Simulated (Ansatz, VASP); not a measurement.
**SnS in VASP and in Ansatz**

```xyz
8
Lattice="11.0916 0.0000 0.0000 0.0000 3.9835 0.0000 0.0000 0.0000 4.2379" Properties=species:S:1:pos:R:3 pbc="T T T"
Sn    1.3135    0.9959    0.4713
Sn    4.2323    2.9876    2.5903
Sn    6.8593    0.9959    1.6476
Sn    9.7781    2.9876    3.7666
S     9.4650    0.9959    2.0126
S     7.1724    2.9876    4.1315
S     3.9192    0.9959    0.1064
S     1.6266    2.9876    2.2253
```

Alike in both runs: functional PBEsol; k mesh 4 × 8 × 8; no spin polarisation.

Ansatz relaxed the structure, and its values are those at the end. VASP's run is a single point on that final structure, the one shown.

|  | VASP | Ansatz |
| --- | --- | --- |
| version | VASP 6.6.1 | Ansatz 0.2.0 |
| potentials or method | VASP PAW PBE potentials, release 64 (Sn_d, S) | scalar-relativistic, plane waves, PAW |
| plane-wave cutoff (eV) | 500 | 420 |
| occupations | gaussian, width 0.01 eV | fixed |
| valence electrons in the cell | 80 | 80 |

|  | VASP | Ansatz | Ansatz less VASP |
| --- | --- | --- | --- |
| gap on the k mesh at the Fermi level (eV) | 0.74 | 0.75 | +0.006 |
| least direct gap on the mesh (eV) | 1.12 | 1.13 | +0.008 |
| pressure (GPa) | 0.0 | 0.0 | +0.01 |
| rms of the force components (eV/Å) | 0.005 | 0.000 | -0.0050 |

VASP's potentials were made for PBE, not for PBEsol.
